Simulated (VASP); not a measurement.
# CaO (Fm-3m) in VASP: G0W0 quasiparticle levels with PBE

Aim: the G0W0 quasiparticle levels of CaO with PBE.

Everything below comes from runs of VASP 6.6.1. Logs are shortened: lines on timing, memory, paths and dates and some standing lists are left out, and cuts for length are marked.

### 1 The cell of the first run

Symmetry: Fm-3m, No. 225, cubic system. The conventional cell has a = 4.795 Å, b = 4.795 Å, c = 4.795 Å, α = 90.00°, β = 90.00°, γ = 90.00°. Ca (site symmetry m-3m) has 6 O at 2.40 Å within 3.2 Å. O (site symmetry m-3m) has 6 Ca at 2.40 Å within 3.2 Å.

### 2 G0W0 quasiparticle levels, PBE

Contents of POSCAR:

```
CaO
1.0
    0.0000000000      2.3975473891      2.3975473891
    2.3975473891      0.0000000000      2.3975473891
    2.3975473891      2.3975473891      0.0000000000
Ca O
1 1
Direct
    0.0000000000      0.0000000000      0.0000000000
    0.5000000000      0.5000000000      0.5000000000
```

Contents of INCAR.step1:

```
SYSTEM = CaO
ALGO = Normal
EDIFF = 1E-8
ENCUT = 500
GGA = PE
ISMEAR = 0
LASPH = .TRUE.
LCHARG = .FALSE.
LREAL = .FALSE.
LWAVE = .TRUE.
NELM = 80
PREC = Accurate
SIGMA = 0.01
```

Contents of INCAR.step2:

```
SYSTEM = CaO
ALGO = Exact
EDIFF = 1E-8
ENCUT = 500
GGA = PE
ISMEAR = 0
ISTART = 1
LASPH = .TRUE.
LCHARG = .FALSE.
LOPTICS = .TRUE.
LREAL = .FALSE.
LWAVE = .TRUE.
NBANDS = 198
NELM = 1
PREC = Accurate
SIGMA = 0.01
```

Contents of INCAR.step3:

```
SYSTEM = CaO
ALGO = EVGW0
EDIFF = 1E-8
ENCUT = 500
ENCUTGW = 200
GGA = PE
ISMEAR = 0
ISTART = 1
LASPH = .TRUE.
LCHARG = .FALSE.
LREAL = .FALSE.
LWAVE = .FALSE.
NBANDS = 198
NBANDSGW = 16
NELMGW = 1
NOMEGA = 96
OMEGAMAX = 20
PREC = Accurate
PRECFOCK = Fast
SIGMA = 0.01
```

Contents of KPOINTS:

```
k-points
0
G
  4 4 4
  0 0 0
```

Potentials or basis: VASP PAW PBE potentials, release 64 (Ca_sv_GW, O_GW).

Run with:

```sh
$ cat potpaw_PBE.64/Ca_sv_GW/POTCAR potpaw_PBE.64/O_GW/POTCAR > POTCAR
$ cp INCAR.step1 INCAR
$ mpirun -np 1 vasp_std > vasp.out
$ cp INCAR.step2 INCAR
$ mpirun -np 1 vasp_std > vasp.out
$ cp INCAR.step3 INCAR
$ mpirun -np 1 vasp_std > vasp.out
```

OUTCAR:

```text
SYSTEM = CaO
   EDIFF = 1E-8
   ENCUT = 500
   ENCUTGW = 200
   GGA = PE
   ISMEAR = 0
   ISTART = 1
   LASPH = .TRUE.
   LREAL = .FALSE.
   NELMGW = 1
   PREC = Accurate
   PRECFOCK = Fast

 ion  position               nearest neighbor table
   1  0.000  0.000  0.000-   2 2.40   2 2.40   2 2.40   2 2.40   2 2.40   2 2.40
   2  0.500  0.500  0.500-   1 2.40   1 2.40   1 2.40   1 2.40   1 2.40   1 2.40

  LATTYP: Found a face centered cubic cell.
 ALAT       =     4.7950947782

  Lattice vectors:

 A1 = (   0.0000000000,   2.3975473891,   2.3975473891)
 A2 = (   2.3975473891,   0.0000000000,   2.3975473891)
 A3 = (   2.3975473891,   2.3975473891,   0.0000000000)

Analysis of symmetry for initial positions (statically):
=====================================================================
 Subroutine PRICEL returns:
 Original cell was already a primitive cell.

 Routine SETGRP: Setting up the symmetry group for a
 face centered cubic supercell.

 Subroutine GETGRP returns: Found 48 space group operations
 (whereof 48 operations were pure point group operations)
 out of a pool of 48 trial point group operations.

The static configuration has the point symmetry O_h .

Analysis of symmetry for dynamics (positions and initial velocities):
=====================================================================
 Subroutine PRICEL returns:
 Original cell was already a primitive cell.

 Routine SETGRP: Setting up the symmetry group for a
 face centered cubic supercell.

 Subroutine GETGRP returns: Found 48 space group operations
 (whereof 48 operations were pure point group operations)
 out of a pool of 48 trial point group operations.

The dynamic configuration has the point symmetry O_h .

 Subroutine INISYM returns: Found 48 space group operations
 (whereof 48 operations are pure point group operations),
 and found     1 'primitive' translations

----------------------------------------------------------------------------------------

                                     Primitive cell

  volume of cell :      27.5633

  direct lattice vectors                    reciprocal lattice vectors
     0.000000000  2.397547389  2.397547389    -0.208546451  0.208546451  0.208546451
     2.397547389  0.000000000  2.397547389     0.208546451 -0.208546451  0.208546451
     2.397547389  2.397547389  0.000000000     0.208546451  0.208546451 -0.208546451

  length of vectors
     3.390644034  3.390644034  3.390644034     0.361213050  0.361213050  0.361213050

  position of ions in fractional coordinates (direct lattice)
     0.000000000  0.000000000  0.000000000
     0.500000000  0.500000000  0.500000000

  ion indices of the primitive-cell ions
   primitive index   ion index
                 1           1
                 2           2

----------------------------------------------------------------------------------------

 KPOINTS: k-points

Automatic generation of k-mesh.
 Grid dimensions read from file:
 generate k-points for:    4    4    4

 Generating k-lattice:

  Cartesian coordinates                     Fractional coordinates (reciprocal lattice)
    -0.052136613  0.052136613  0.052136613     0.250000000  0.000000000  0.000000000
     0.052136613 -0.052136613  0.052136613     0.000000000  0.250000000  0.000000000
     0.052136613  0.052136613 -0.052136613     0.000000000  0.000000000  0.250000000

  Length of vectors
     0.090303262  0.090303262  0.090303262

  Shift w.r.t. Gamma in fractional coordinates (k-lattice)
     0.000000000  0.000000000  0.000000000

 Subroutine IBZKPT returns following result:
 ===========================================

 Found      8 irreducible k-points:

 Following reciprocal coordinates:
            Coordinates               Weight
  0.000000  0.000000  0.000000      1.000000
  0.250000  0.000000  0.000000      8.000000
  0.500000  0.000000  0.000000      4.000000
  0.250000  0.250000  0.000000      6.000000
  0.500000  0.250000  0.000000     24.000000
 -0.250000  0.250000  0.000000     12.000000
  0.500000  0.500000  0.000000      3.000000
 -0.250000  0.500000  0.250000      6.000000
   k-points           NKPTS =      8   k-points in BZ     NKDIM =     64   number of bands    NBANDS=    198
   number of dos      NEDOS =    301   number of ions     NIONS =      2
   total plane-waves  NPLWV =  21952
   dimension x,y,z NGX =    28 NGY =   28 NGZ =   28
   dimension x,y,z NGXF=    56 NGYF=   56 NGZF=   56
   ions per type =               1   1
   NGX,Y,Z   is equivalent  to a cutoff of  13.73, 13.73, 13.73 a.u.
   NGXF,Y,Z  is equivalent  to a cutoff of  27.46, 27.46, 27.46 a.u.
 SYSTEM =  CaO
   PREC   = accura    normal or accurate (medium, high low for compatibility)
   ISTART =      1    job   : 0-new  1-cont  2-samecut
   ICHARG =      0    charge: 1-file 2-atom 10-const
   ISPIN  =      1    spin polarized calculation?
   LNONCOLLINEAR =      F non collinear calculations
   LSORBIT =      F    spin-orbit coupling
   LASPH  =      T    aspherical Exc in radial PAW
   ENCUT  =  500.0 eV  36.75 Ry    6.06 a.u.   6.18  6.18  6.18*2*pi/ulx,y,z
   NELM   =     60;   NELMIN=  2; NELMDL=  0     # of ELM steps
   EDIFF  = 0.1E-07   stopping-criterion for ELM
   LREAL  =      F    real-space projection
   EDIFFG = 0.1E-06   stopping-criterion for IOM
   NSW    =      0    number of steps for IOM
   IBRION =     -1    ionic relax: 0-MD 1-quasi-New 2-CG
   NFREE  =      0    steps in history (QN), initial steepest desc. (CG)
   ISIF   =      0    stress and relaxation
   ISYM   =      3    0-nonsym 1-usesym 2-fastsym
   POTIM  = 0.5000    time-step for ionic-motion
   TEBEG  =    0.0;   TEEND  =   0.0 temperature during run
   PSTRESS=    0.0 pullay stress
   NELECT =      16.0000    total number of electrons
   NUPDOWN=      -1.0000    fix difference up-down
   EMIN   =  10.00;   EMAX   =-10.00  energy-range for DOS
   EFERMI =   0.00;   METHOD = LEGACY
   ISMEAR =     0;   SIGMA  =   0.01  broadening in eV -4-tet -1-fermi 0-gaus
   EFERMI_NEDOS =   21; number of points for ismear=-14 and -15
   IALGO  =     38    algorithm
   IMIX   =      4    mixing-type and parameters
     AMIX     =   0.40;   BMIX     =  1.00
     AMIX_MAG =   1.60;   BMIX_MAG =  1.00
  volume/ion in A,a.u.               =      13.78        93.00
  Fermi-wavevector in a.u.,A,eV,Ry     =   1.365644  2.580694 25.374656  1.864985
  Thomas-Fermi vector in A             =   2.491855
   LORBIT       =      0    0 simple, 1 ext, 2 COOP (PROOUT), +10 PAW based schemes
   GGA     = PE    functional components
   LHFCALC =     T    Hartree Fock is set to
   PRECFOCK=fast      Normal, Fast or Accurate (Low or Medium for compatibility)
   ENCUT4O =  -1.0   cutoff for four orbital integrals eV
   NKREDX  =     1    reduce k-point grid by
   NKREDY  =     1    reduce k-point grid by
   NKREDZ  =     1    reduce k-point grid by
   AEXX    =    1.0000 exact exchange contribution
   HFSCREEN=    0.0000 screening length (either q_TF or 0.3 A-1)
   HFSCREENC=   0.0000 screening length for correlation (either q_TF or 0.3 A-1)
   ENCUTFOCK=  -1.0 apply spherical cutoff to Coloumb kernel
   IVDW    =     0    specifies the selected vdW correction
   LEPSILON=     F    determine dielectric tensor
   LRPA    =     F    only Hartree local field effects (RPA)
   LRPAFORCE           =     F    calculate RPA forces
   ENCUTGW             = 200.0    cutoff for response function in eV
   ENCUTGWSOFT         = 160.0    soft cutoff for Coulomb kernel in GW response function in eV
   ENCUTLF             =  -1.0    cutoff for local field effects
   NELMGW              =     1    number of iterations in solving QP/BSE equation
   NELMHF              =     1    number of iterations in the inner HF iteration
   NKREDLFX            =     1    NKREDLFY  =   1   NKREDLFZ  =   1
 non-spin polarized calculation
 Gauss-broadening in eV      SIGMA  =   0.01
  energy-cutoff  :      500.00
  volume of cell :       27.56
 maximum number of plane-waves:       725
 NGX is ok and might be reduce to    28
  NGX = 14; NGY = 14; NGZ = 14
   NGX = 13   NGY = 13   NGZ = 13
 maximum number of plane-waves:       190

 QP shifts <psi_nk| G(iteration)W_0 |psi_nk>: iteration 1
 for sc-GW calculations column KS-energies equals QP-energies in previous step
 and V_xc(KS)=  KS-energies - (<T + V_ion + V_H > + <T+V_H+V_ion>^1  + <V_x>^1)

 k-point   1 :       0.0000    0.0000    0.0000
  band No.  KS-energies  QP-energies   sigma(KS)   V_xc(KS)     V^pw_x(r,r')   Z            occupation Imag(sigma)

      1     -32.9305     -34.5211     -23.1585     -20.6285     -34.4136       0.6287       2.0000       0.6184
      2     -13.6909     -16.1102     -23.3585     -20.1615     -28.1229       0.7568       2.0000       0.1601
      3     -13.6909     -16.1102     -23.3585     -20.1615     -28.1229       0.7568       2.0000       0.1601
      4     -13.6909     -16.1102     -23.3585     -20.1615     -28.1229       0.7568       2.0000       0.1601
      5     -10.8554     -12.6585     -22.0810     -19.2156     -30.6884       0.6292       2.0000       0.5735
      6       4.6801       3.6279     -20.5780     -19.1686     -24.5135       0.7465       2.0000       0.0572
[... 8 lines left out ...]
     15      19.7383      19.8666      -6.6501      -6.7991      -1.4418       0.8609       0.0000      -0.6958
     16      27.1982      29.5517     -11.1085     -14.3189      -5.1431       0.7331       0.0000      -0.9015

 k-point   2 :       0.2500    0.0000    0.0000
  band No.  KS-energies  QP-energies   sigma(KS)   V_xc(KS)     V^pw_x(r,r')   Z            occupation Imag(sigma)

      1     -32.8779     -34.4669     -23.2003     -20.6846     -34.4559       0.6316       2.0000       0.6183
      2     -14.3405     -16.5343     -22.4582     -19.3873     -28.0404       0.7144       2.0000       0.2403
      3     -13.7180     -16.1244     -23.3231     -20.1274     -28.0835       0.7530       2.0000       0.1501
      4     -13.7180     -16.1244     -23.3231     -20.1274     -28.0835       0.7530       2.0000       0.1501
      5     -10.1730     -12.1311     -23.0290     -20.0799     -30.8401       0.6640       2.0000       0.5155
      6       3.1462       1.9147     -18.2365     -16.5780     -22.0138       0.7426       2.0000       0.0644
[... 8 lines left out ...]
     15      20.6703      21.9763     -10.3535     -12.0191      -4.4650       0.7841       0.0000      -0.6178
     16      24.6523      26.2831     -10.3315     -12.1006      -4.5217       0.9219       0.0000      -0.8868

 k-point   3 :       0.5000    0.0000    0.0000
  band No.  KS-energies  QP-energies   sigma(KS)   V_xc(KS)     V^pw_x(r,r')   Z            occupation Imag(sigma)

      1     -32.8247     -34.4191     -23.2422     -20.7424     -34.4998       0.6378       2.0000       0.6163
      2     -14.8322     -16.9155     -21.9339     -18.9407     -27.9073       0.6960       2.0000       0.2808
      3     -13.7449     -16.1317     -23.2861     -20.0945     -28.0453       0.7478       2.0000       0.1346
      4     -13.7449     -16.1317     -23.2861     -20.0945     -28.0453       0.7478       2.0000       0.1346
      5      -9.6428     -11.6467     -23.6527     -20.6410     -31.0633       0.6654       2.0000       0.4917
      6       2.0382       0.6985     -17.1666     -15.3369     -21.1071       0.7322       2.0000       0.0880
[... 8 lines left out ...]
     15      19.0271      20.6560     -13.1496     -15.3399      -7.1574       0.7437       0.0000      -0.3466
     16      21.6373      22.3121      -8.9051      -9.7062      -3.7409       0.8424       0.0000      -0.3972

 k-point   4 :       0.2500    0.2500    0.0000
  band No.  KS-energies  QP-energies   sigma(KS)   V_xc(KS)     V^pw_x(r,r')   Z            occupation Imag(sigma)

      1     -32.8614     -34.4527     -23.2148     -20.7023     -34.4695       0.6333       2.0000       0.6254
      2     -14.2220     -16.4751     -22.6031     -19.4913     -27.9858       0.7240       2.0000       0.2156
      3     -13.8069     -16.2508     -23.2371     -20.0236     -28.0232       0.7605       2.0000       0.1782
      4     -13.8069     -16.2508     -23.2371     -20.0236     -28.0232       0.7605       2.0000       0.1782
      5     -10.3155     -12.1989     -22.8631     -19.9409     -30.8689       0.6445       2.0000       0.4891
      6       2.9957       1.7693     -18.5065     -16.8401     -22.4576       0.7360       2.0000       0.0698
[... 8 lines left out ...]
     15      22.0997      23.4634     -10.1297     -11.8923      -4.0955       0.7737       0.0000      -0.8059
     16      23.6161      24.6315     -10.4323     -11.6994      -4.5852       0.8014       0.0000      -0.5772
[... 24 lines left out ...]
      1     -32.8258     -34.4195     -23.2423     -20.7408     -34.4987       0.6371       2.0000       0.6243
      2     -14.5267     -16.6910     -22.2598     -19.2137     -27.9760       0.7105       2.0000       0.2507
      3     -13.9622     -16.4120     -23.0610     -19.8235     -27.8751       0.7567       2.0000       0.1992
      4     -13.7465     -16.1357     -23.2870     -20.0914     -28.0462       0.7477       2.0000       0.1350
      5      -9.9335     -11.8777     -23.3354     -20.3594     -30.9927       0.6533       2.0000       0.4729
      6       2.6102       1.3273     -17.9463     -16.2047     -21.8953       0.7366       2.0000       0.0769
[... 8 lines left out ...]
     15      20.0042      21.6257     -11.8437     -13.9743      -5.7985       0.7610       0.0000      -0.4900
     16      20.1155      20.9225     -10.3818     -11.3902      -4.9785       0.8002       0.0000      -0.3433

 k-point   7 :       0.5000    0.5000    0.0000
  band No.  KS-energies  QP-energies   sigma(KS)   V_xc(KS)     V^pw_x(r,r')   Z            occupation Imag(sigma)

      1     -32.7933     -34.4003     -23.2717     -20.7758     -34.5260       0.6438       2.0000       0.6444
      2     -14.3046     -16.7821     -22.6918     -19.3920     -27.5750       0.7508       2.0000       0.2443
      3     -13.9224     -16.3739     -23.1237     -19.8887     -27.9309       0.7578       2.0000       0.1964
      4     -13.9224     -16.3739     -23.1237     -19.8887     -27.9309       0.7578       2.0000       0.1964
      5     -10.6220     -12.3239     -22.3980     -19.5615     -30.9898       0.6000       2.0000       0.4839
      6       3.3709       2.0764     -19.1392     -17.3873     -23.0850       0.7389       2.0000       0.0654
[... 8 lines left out ...]
     15      18.2406      19.3634     -10.6200     -12.0247      -5.3634       0.7993       0.0000      -0.1611
     16      22.7272      23.7062     -10.9862     -12.2001      -5.0898       0.8065       0.0000      -0.6290

 k-point   8 :      -0.2500    0.5000    0.2500
  band No.  KS-energies  QP-energies   sigma(KS)   V_xc(KS)     V^pw_x(r,r')   Z            occupation Imag(sigma)

      1     -32.7923     -34.3982     -23.2706     -20.7772     -34.5269       0.6440       2.0000       0.6378
      2     -14.1300     -16.3889     -22.7518     -19.6423     -28.0821       0.7265       2.0000       0.2001
      3     -14.1159     -16.5728     -22.8978     -19.6323     -27.7420       0.7524       2.0000       0.2204
      4     -14.1159     -16.5728     -22.8978     -19.6323     -27.7420       0.7524       2.0000       0.2204
      5     -10.2237     -12.0449     -22.9848     -20.0595     -30.9968       0.6226       2.0000       0.4572
      6       3.3922       2.2260     -19.1448     -17.5625     -23.1442       0.7371       2.0000       0.0665
[... 8 lines left out ...]
     15      18.9011      20.3705     -12.2234     -14.1574      -6.3274       0.7598       0.0000      -0.3982
     16      18.9011      20.3705     -12.2234     -14.1574      -6.3274       0.7598       0.0000      -0.3982
```

It took 74 s on 1 thread of Intel Xeon 6975P-C (Granite Rapids), shared host; peak memory 0.41 GiB.

What came out:

```
Quasiparticle gap                                   : 5.91 eV
Least direct quasiparticle gap                      : 6.36 eV
Band gap of the starting levels on the mesh         : 3.65 eV
Least direct gap of the starting levels on the mesh : 4.03 eV
```

Caveat: the k points lie up to 0.57 Å⁻¹ apart; bands, screening cutoff and mesh are small and nothing is extrapolated, so the quasiparticle values aren't converged.
